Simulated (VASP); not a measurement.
# MgO (I-4m2) in VASP: notebook

The runs below take MgO through single point, with PBE, r2SCAN, HSE06.

Everything below comes from runs of VASP 6.6.1. Logs are shortened: lines on timing, memory, paths and dates and some standing lists are left out, and cuts for length are marked.

### Step 1. The cell of the first run

Symmetry: I-4m2, No. 119, tetragonal system. Conventional cell: a = 3.310 Å, b = 3.310 Å, c = 4.383 Å, α = 90.00°, β = 90.00°, γ = 90.00°. Within 2.6 Å of Mg (site symmetry -4m2) lie 4 O at 1.98 Å. O (site symmetry -4m2) has 4 Mg at 1.98 Å within 2.6 Å.

### Step 2. Single point, PBE (epitaxial xy strain +2.6%)

Input file INCAR:

```
  ALGO = Normal
  EDIFF = 1E-6
  ENCUT = 520
  GGA = PE
  ISIF = 2
  ISMEAR = -1
  LASPH = True
  LCHARG = True
  LELF = True
  LREAL = False
  LVHAR = True
  LWAVE = False
  NBANDS = 11
  NELM = 100
  PREC = Accurate
  SIGMA = 0.02
```

Input file KPOINTS:

```
k-points
0
Gamma
  10 10 10
```

Input file POSCAR:

```
MgO
1.0
    0.0000000000      2.3404250073      2.1913677277
    2.3404250073      0.0000000000      2.1913677277
    2.3404250073      2.3404250073      0.0000000000
Mg O
1 1
Direct
    0.0000000000      0.0000000000      0.0000000000
    0.2500000000      0.2500000000      0.2500000000
```

Potentials or basis: VASP PAW PBE potentials, release 64 (Mg, O).

On the command line:

```
cat potpaw_PBE.64/Mg/POTCAR potpaw_PBE.64/O/POTCAR > POTCAR
mpirun -np 1 vasp_std > vasp.out
```

OUTCAR:

```text
EDIFF = 1E-6
   ENCUT = 520
   GGA = PE
   ISIF = 2
   ISMEAR = -1
   LASPH = True
   LREAL = False
   NELM = 100
   PREC = Accurate

 ion  position               nearest neighbor table
   1  0.000  0.000  0.000-   2 1.98   2 1.98   2 1.98   2 1.98
   2  0.250  0.250  0.250-   1 1.98   1 1.98   1 1.98   1 1.98

  LATTYP: Found a body centered tetragonal cell.
 ALAT       =     3.3098607870
 C/A-ratio  =     1.3241449527

  Lattice vectors:

 A1 = (   0.0000000000,  -2.3404250073,  -2.1913677277)
 A2 = (   0.0000000000,   2.3404250073,  -2.1913677277)
 A3 = (   2.3404250073,   0.0000000000,   2.1913677277)

Analysis of symmetry for initial positions (statically):
=====================================================================
 Subroutine PRICEL returns:
 Original cell was already a primitive cell.

 Routine SETGRP: Setting up the symmetry group for a
 body centered tetragonal supercell.

 Subroutine GETGRP returns: Found  8 space group operations
 (whereof  8 operations were pure point group operations)
 out of a pool of 16 trial point group operations.

The static configuration has the point symmetry D_2d.

Analysis of symmetry for dynamics (positions and initial velocities):
=====================================================================
 Subroutine PRICEL returns:
 Original cell was already a primitive cell.

 Routine SETGRP: Setting up the symmetry group for a
 body centered tetragonal supercell.

 Subroutine GETGRP returns: Found  8 space group operations
 (whereof  8 operations were pure point group operations)
 out of a pool of 16 trial point group operations.

The dynamic configuration has the point symmetry D_2d.

 Subroutine INISYM returns: Found  8 space group operations
 (whereof  8 operations are pure point group operations),
 and found     1 'primitive' translations

----------------------------------------------------------------------------------------

                                     Primitive cell

  volume of cell :      24.0068

  direct lattice vectors                    reciprocal lattice vectors
     0.000000000  2.340425007  2.191367728    -0.213636412  0.213636412  0.228168004
     2.340425007  0.000000000  2.191367728     0.213636412 -0.213636412  0.228168004
     2.340425007  2.340425007  0.000000000     0.213636412  0.213636412 -0.228168004

  length of vectors
     3.206194276  3.206194276  3.309860787     0.378604900  0.378604900  0.378604900

  position of ions in fractional coordinates (direct lattice)
     0.000000000  0.000000000  0.000000000
     0.250000000  0.250000000  0.250000000

  ion indices of the primitive-cell ions
   primitive index   ion index
                 1           1
                 2           2

----------------------------------------------------------------------------------------

 KPOINTS: k-points

Automatic generation of k-mesh.
 Grid dimensions read from file:
 generate k-points for:   10   10   10

 Generating k-lattice:

  Cartesian coordinates                     Fractional coordinates (reciprocal lattice)
    -0.021363641  0.021363641  0.022816800     0.100000000  0.000000000  0.000000000
     0.021363641 -0.021363641  0.022816800     0.000000000  0.100000000  0.000000000
     0.021363641  0.021363641 -0.022816800    -0.000000000 -0.000000000  0.100000000

  Length of vectors
     0.037860490  0.037860490  0.037860490

  Shift w.r.t. Gamma in fractional coordinates (k-lattice)
     0.000000000  0.000000000  0.000000000

 Subroutine IBZKPT returns following result:
 ===========================================

 Found    102 irreducible k-points:

 Following reciprocal coordinates:
            Coordinates               Weight
  0.000000  0.000000  0.000000      1.000000
  0.100000  0.000000  0.000000      8.000000
  0.200000  0.000000  0.000000      8.000000
  0.300000  0.000000  0.000000      8.000000
  0.400000  0.000000  0.000000      8.000000
  0.500000  0.000000  0.000000      4.000000
[... 16 lines left out ...]
  0.300000  0.300000  0.000000      2.000000
  0.400000  0.300000  0.000000      8.000000
 [... further k-points ...]
   k-points           NKPTS =    102   k-points in BZ     NKDIM =    102   number of bands    NBANDS=     11
   number of dos      NEDOS =    301   number of ions     NIONS =      2
   total plane-waves  NPLWV =  16128
   dimension x,y,z NGX =    24 NGY =   24 NGZ =   28
   dimension x,y,z NGXF=    48 NGYF=   48 NGZF=   56
   ions per type =               1   1
   NGX,Y,Z   is equivalent  to a cutoff of  12.44, 12.44, 14.06 a.u.
   NGXF,Y,Z  is equivalent  to a cutoff of  24.89, 24.89, 28.13 a.u.
 SYSTEM =  unknown system
   PREC   = accura    normal or accurate (medium, high low for compatibility)
   ISTART =      0    job   : 0-new  1-cont  2-samecut
   ICHARG =      2    charge: 1-file 2-atom 10-const
   ISPIN  =      1    spin polarized calculation?
   LNONCOLLINEAR =      F non collinear calculations
   LSORBIT =      F    spin-orbit coupling
   LASPH  =      T    aspherical Exc in radial PAW
   ENCUT  =  520.0 eV  38.22 Ry    6.18 a.u.   5.96  5.96  6.15*2*pi/ulx,y,z
   NELM   =    100;   NELMIN=  2; NELMDL= -5     # of ELM steps
   EDIFF  = 0.1E-05   stopping-criterion for ELM
   LREAL  =      F    real-space projection
   EDIFFG = 0.1E-04   stopping-criterion for IOM
   NSW    =      0    number of steps for IOM
   IBRION =     -1    ionic relax: 0-MD 1-quasi-New 2-CG
   NFREE  =      0    steps in history (QN), initial steepest desc. (CG)
   ISIF   =      2    stress and relaxation
   ISYM   =      2    0-nonsym 1-usesym 2-fastsym
   POTIM  = 0.5000    time-step for ionic-motion
   TEBEG  =    0.0;   TEEND  =   0.0 temperature during run
   PSTRESS=    0.0 pullay stress
   NELECT =       8.0000    total number of electrons
   NUPDOWN=      -1.0000    fix difference up-down
   EMIN   =  10.00;   EMAX   =-10.00  energy-range for DOS
   EFERMI =   0.00;   METHOD = LEGACY
   ISMEAR =    -1;   SIGMA  =   0.02  broadening in eV -4-tet -1-fermi 0-gaus
   EFERMI_NEDOS =   21; number of points for ismear=-14 and -15
   IALGO  =     38    algorithm
   IMIX   =      4    mixing-type and parameters
     AMIX     =   0.40;   BMIX     =  1.00
     AMIX_MAG =   1.60;   BMIX_MAG =  1.00
  volume/ion in A,a.u.               =      12.00        81.00
  Fermi-wavevector in a.u.,A,eV,Ry     =   1.134993  2.144826 17.527155  1.288210
  Thomas-Fermi vector in A             =   2.271698
   LORBIT       =      0    0 simple, 1 ext, 2 COOP (PROOUT), +10 PAW based schemes
   GGA     = PE    functional components
   LHFCALC =     F    Hartree Fock is set to
   AEXX    =    0.0000 exact exchange contribution
   IVDW    =     0    specifies the selected vdW correction
   LEPSILON=     F    determine dielectric tensor
   LRPA    =     F    only Hartree local field effects (RPA)
 non-spin polarized calculation
  energy-cutoff  :      520.00
  volume of cell :       24.01
 maximum number of plane-waves:       661
   NGX = 11   NGY = 11   NGZ = 13

 number of electron       8.0000002 magnetization

 Free energy of the ion-electron system (eV)
  ---------------------------------------------------
  ext. energy  EPLUGINS =         0.00000000
  ---------------------------------------------------
  free energy    TOTEN  =       -11.69090975 eV

  energy without entropy =      -11.69090975  energy(sigma->0) =      -11.69090975

 E-fermi :   1.2712     XC(G=0):  -9.6807

 val. band max:        0.8275743663   @ k =   0.0000   0.0000   0.0000
 cond. band min:       4.3195917025   @ k =   0.0000   0.0000   0.0000
 fundamental gap:      3.4920173363
 Fermi energy:         1.2712184756

 k-point     1 :       0.0000    0.0000    0.0000
  band No.  band energies     occupation
      1     -15.1279      2.00000
      2       0.7098      2.00000
      3       0.7098      2.00000
      4       0.8276      2.00000
      5       4.3196      0.00000
      6      17.4679      0.00000
      7      17.4679      0.00000
      8      17.4802      0.00000
      9      19.9699      0.00000
     10      20.4344      0.00000
     11      20.4344      0.00000

 k-point     2 :       0.1000    0.0000    0.0000
  band No.  band energies     occupation
      1     -15.0695      2.00000
      2       0.2727      2.00000
      3       0.6816      2.00000
      4       0.7808      2.00000
      5       4.8783      0.00000
      6      16.5149      0.00000
      7      17.3099      0.00000
      8      17.5523      0.00000
      9      18.9531      0.00000
     10      19.5831      0.00000
     11      21.2698      0.00000

 k-point     3 :       0.2000    0.0000    0.0000
  band No.  band energies     occupation
      1     -14.9125      2.00000
      2      -0.6333      2.00000
      3       0.6090      2.00000
      4       0.7528      2.00000
      5       6.0368      0.00000
      6      14.6989      0.00000
      7      16.4247      0.00000
      8      17.3780      0.00000
      9      19.2579      0.00000
     10      19.2814      0.00000
     11      20.5728      0.00000

 k-point     4 :       0.3000    0.0000    0.0000
  band No.  band energies     occupation
      1     -14.7100      2.00000
      2      -1.4811      2.00000
      3       0.5218      2.00000
      4       0.7227      2.00000
      5       7.3051      0.00000
      6      12.9133      0.00000
      7      15.5085      0.00000
      8      16.7287      0.00000
      9      19.6020      0.00000
     10      20.3538      0.00000
     11      20.8259      0.00000
[... 239 lines left out ...]
 k-point    22 :      -0.2000    0.2000    0.0000
  band No.  band energies     occupation
      1     -14.6554      2.00000
      2      -1.2597      2.00000
      3       0.1557      2.00000
      4       0.5430      2.00000
      5       7.6315      0.00000
      6      12.8807      0.00000
      7      14.8521      0.00000
      8      15.7393      0.00000
      9      19.1657      0.00000
     10      21.0475      0.00000
     11      24.5172      0.00000

 k-point    23 :       0.3000    0.3000    0.0000
  band No.  band energies     occupation
      1     -14.5389      2.00000
      2      -1.1993      2.00000
      3       0.1089      2.00000
      4       0.1089      2.00000
      5       7.4850      0.00000
      6      13.0343      0.00000
      7      15.0002      0.00000
      8      16.6185      0.00000
      9      16.6185      0.00000
     10      22.7278      0.00000
     11      23.6921      0.00000

 k-point    24 :       0.4000    0.3000    0.0000
  band No.  band energies     occupation
      1     -14.4045      2.00000
      2      -1.4162      2.00000
      3      -0.0536      2.00000
      4       0.0166      2.00000
      5       7.6934      0.00000
      6      12.4429      0.00000
      7      14.6120      0.00000
      8      16.4932      0.00000
      9      16.9926      0.00000
     10      23.6118      0.00000
     11      23.7257      0.00000

 [... further k-points ...]

------------------------ aborting loop because EDIFF is reached ----------------------------------------

  FORCE on cell =-STRESS in cart. coord.  units (eV):
  Direction    XX          YY          ZZ          XY          YZ          ZX
  --------------------------------------------------------------------------------------
  -------------------------------------------------------------------------------------
  Total        0.1962051      0.1962051      0.4739699      0.0000000      0.0000000      0.0000000
  in kB       13.0944158     13.0944158     31.6319996      0.0000000      0.0000000      0.0000000
  external PRESSURE =      19.2736104 kB  Pullay stress =       0.0000000 kB

 VOLUME and BASIS-vectors are now :
 -----------------------------------------------------------------------------
  energy-cutoff  :      520.00
  volume of cell :       24.01
      direct lattice vectors                 reciprocal lattice vectors
     0.000000000  2.340425007  2.191367728    -0.213636412  0.213636412  0.228168004
     2.340425007  0.000000000  2.191367728     0.213636412 -0.213636412  0.228168004
     2.340425007  2.340425007  0.000000000     0.213636412  0.213636412 -0.228168004

 POSITION                                       TOTAL-FORCE (eV/Angst)
 -----------------------------------------------------------------------------------
      0.00000      0.00000      0.00000         0.000000      0.000000     -0.000000
      1.17021      1.17021      1.09568        -0.000000     -0.000000      0.000000
 -----------------------------------------------------------------------------------
    total drift:                               -0.000003     -0.000003      0.000005

  FREE ENERGIE OF THE ION-ELECTRON SYSTEM (eV)
  ---------------------------------------------------
  free  energy   TOTEN  =       -11.6909097516 eV

  energy  without entropy=      -11.6909097516  energy(sigma->0) =      -11.69090975
```

It took 28 s on 1 thread of Intel Xeon 8259CL, shared host; peak memory 0.16 GiB.

What came out:

```
Free energy            : -11.6909 eV
Pressure               : 1.9 GPa
Band gap on the k mesh : 3.49 eV
```

Levels at points of the mesh, in eV from the valence-band top:
| k point | band 2 | band 3 | band 4 | band 5 | band 6 | band 7 |
| --- | --- | --- | --- | --- | --- | --- |
| (0.00, 0.00, 0.00) | -0.12 | -0.12 | 0.00 | 3.49 | 16.64 | 16.64 |
| (0.50, 0.00, 0.00) | -3.10 | -0.40 | -0.14 | 8.59 | 9.54 | 13.90 |
| (0.50, 0.50, 0.00) | -2.36 | -1.01 | -1.01 | 6.19 | 11.21 | 14.30 |
| (0.50, 0.00, 0.50) | -2.68 | -0.73 | -0.70 | 6.16 | 11.39 | 13.79 |

Caveat: the cell differs from its parent crystal (epitaxial xy strain +2.6%).

### Step 3. Single point, r2SCAN (epitaxial xy strain +2.6%)

POSCAR is that of step 2.

Input file INCAR.step1:

```
SYSTEM = MgO
ALGO = Normal
EDIFF = 1E-4
ENCUT = 520
GGA = PE
ISMEAR = 0
LASPH = .True.
LCHARG = .False.
LREAL = .False.
LWAVE = .True.
NBANDS = 11
NELM = 60
PREC = Accurate
SIGMA = 0.01
```

Input file INCAR.step2:

```
SYSTEM = MgO
ALGO = Normal
EDIFF = 1E-7
ENCUT = 520
ISIF = 2
ISMEAR = 0
ISTART = 1
LASPH = .True.
LCHARG = .False.
LMIXTAU = .True.
LREAL = .False.
LWAVE = .False.
METAGGA = R2SCAN
NBANDS = 11
NELM = 60
PREC = Accurate
SIGMA = 0.01
```

Input file KPOINTS:

```
k-points
0
Gamma
  10 10 10
  0 0 0
```

Potentials or basis: VASP PAW PBE potentials, release 64 (Mg, O).

On the command line:

```
cat potpaw_PBE.64/Mg/POTCAR potpaw_PBE.64/O/POTCAR > POTCAR
cp INCAR.step1 INCAR
mpirun -np 1 vasp_std > vasp.out
cp INCAR.step2 INCAR
mpirun -np 1 vasp_std > vasp.out
```

Run time: 1.7 min. Hardware: 1 thread of Intel Xeon 8259CL, shared host; peak memory 0.17 GiB.

Results (log left out):

```
Free energy            : -15.8442 eV
Pressure               : -2.0 GPa
Band gap on the k mesh : 4.17 eV
```

Stress tensor (GPa, compression positive):
```
-2.80  0.00  0.00
 0.00 -2.80  0.00
 0.00  0.00 -0.54
```

Levels at points of the mesh, in eV from the valence-band top:
```
           k point  band 1  band 2  band 3  band 4  band 5  band 6  band 7  band 8
(0.00, 0.00, 0.00)  -16.89   -0.12   -0.12    0.00    4.17   17.73   17.75   17.75
(0.50, 0.00, 0.00)  -16.26   -3.07   -0.41   -0.14    9.42   10.38   14.81   16.08
(0.50, 0.50, 0.00)  -16.01   -2.36   -1.02   -1.02    6.87   12.12   15.53   17.12
(0.50, 0.00, 0.50)  -16.10   -2.67   -0.74   -0.71    6.85   12.31   14.98   17.18
```

Caveat: the cell differs from its parent crystal (epitaxial xy strain +2.6%); the PAW data sets were made with another functional, which shifts forces and pressure a little.

### Step 4. Single point, HSE06 (epitaxial xy strain +2.6%)

POSCAR is that of step 3.

Changes to INCAR.step1 since step 3:

```diff
@@ -2,5 +2,6 @@
 ALGO = Normal
-EDIFF = 1E-4
+EDIFF = 1E-5
 ENCUT = 520
 GGA = PE
+ISIF = 2
 ISMEAR = 0
```

Input file INCAR.step2:

```
SYSTEM = MgO
ALGO = Normal
EDIFF = 1E-7
ENCUT = 520
GGA = PE
HFSCREEN = 0.2079
ISIF = 2
ISMEAR = 0
ISTART = 1
LASPH = .True.
LCHARG = .False.
LHFCALC = .True.
LREAL = .False.
LWAVE = .False.
NBANDS = 11
NELM = 60
PREC = Accurate
PRECFOCK = Normal
SIGMA = 0.01
```

Input file KPOINTS:

```
k-points
0
Gamma
  6 6 6
  0 0 0
```

On the command line:

```
cat potpaw_PBE.64/Mg/POTCAR potpaw_PBE.64/O/POTCAR > POTCAR
cp INCAR.step1 INCAR
mpirun -np 1 vasp_std > vasp.out
cp INCAR.step2 INCAR
mpirun -np 1 vasp_std > vasp.out
```

Run time: 27 min. Hardware: 1 thread of Intel Xeon 8259CL, shared host; peak memory 0.26 GiB.

The run converged. Its results:

```yaml
Free_energy: -13.9316 eV
Pressure: -1.6 GPa
Band_gap_on_the_k_mesh: 5.08 eV
```

Stress tensor (GPa, compression positive):
```
-2.37  0.00  0.00
 0.00 -2.37  0.00
 0.00  0.00 -0.11
```

Levels at points of the mesh, in eV from the valence-band top:
```tsv
k point	band 2	band 3	band 4	band 5	band 6	band 7
(0.00, 0.00, 0.00)	-0.12	-0.12	0.00	5.08	18.62	18.62
(0.50, 0.00, 0.00)	-3.28	-0.44	-0.16	10.38	11.45	15.77
(0.50, 0.50, 0.00)	-2.53	-1.10	-1.10	7.82	13.01	16.54
(0.50, 0.00, 0.50)	-2.86	-0.81	-0.77	7.79	13.27	15.90
```

Caveat: the cell differs from its parent crystal (epitaxial xy strain +2.6%); the PAW data sets were made with another functional, which shifts forces and pressure a little.

### Step 5. Overview

```csv
level,k mesh,smearing,grid for exact exchange (PRECFOCK),share of exact exchange,screening parameter,gap on the mesh (eV),pressure (GPa)
PBE,10 × 10 × 10,fermi-dirac 0.02 eV,-,-,-,3.49,1.9
r2SCAN,10 × 10 × 10,gaussian 0.01 eV,-,-,-,4.17,-2.0
HSE06,6 × 6 × 6,gaussian 0.01 eV,Normal,0.25,0.2079 1/Å,5.08,-1.6
```

Alike in all rows: task single point; potentials or basis VASP PAW PBE potentials, release 64 (Mg, O); no spin polarisation; cell as given; cutoff (eV) 520.

Caveats: the PAW data sets were made with another functional, which shifts forces and pressure a little (at least some runs).

Total energies depend on the potentials used, so only differences within one code and one set of settings carry meaning.
